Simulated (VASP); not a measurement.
Input of a VASP 6.6.1 run:

INCAR

```
  ALGO = Normal
  EDIFF = 1E-6
  ENCUT = 600
  GGA_COMPAT = False
  ISIF = 2
  ISMEAR = 0
  LASPH = True
  LCHARG = False
  LREAL = False
  LWAVE = False
  NBANDS = 19
  NELM = 120
  PREC = Accurate
  SIGMA = 0.1
```

Contents of KPOINTS:

```
k-points
0
Gamma
  6 6 6
```

Contents of POSCAR:

```
ZrO2
1.0
    0.0000000000      2.5450727100      2.5450727100
    2.5450727100      0.0000000000      2.5450727100
    2.5450727100      2.5450727100      0.0000000000
Zr O
1 2
Direct
    0.0000000000      0.0000000000      0.0000000000
    0.2500000000      0.2500000000      0.2500000000
    0.7500000000      0.7500000000      0.7500000000
```

Potentials or basis: VASP PAW LDA potentials, release 64 (Zr_sv, O).

Launch:

```bash
$ cat potpaw_LDA.64/Zr_sv/POTCAR potpaw_LDA.64/O/POTCAR > POTCAR
$ mpirun -np 1 vasp_std > vasp.out
```

Problem. Predict the pressure.

Solution. -9.0 GPa.

Problem. What does it give for the band gap on the k mesh?

Solution. 3.23 eV (least direct gap 3.65 eV).

Caveat: the cell stands under tension. A k mesh can miss the band edges.
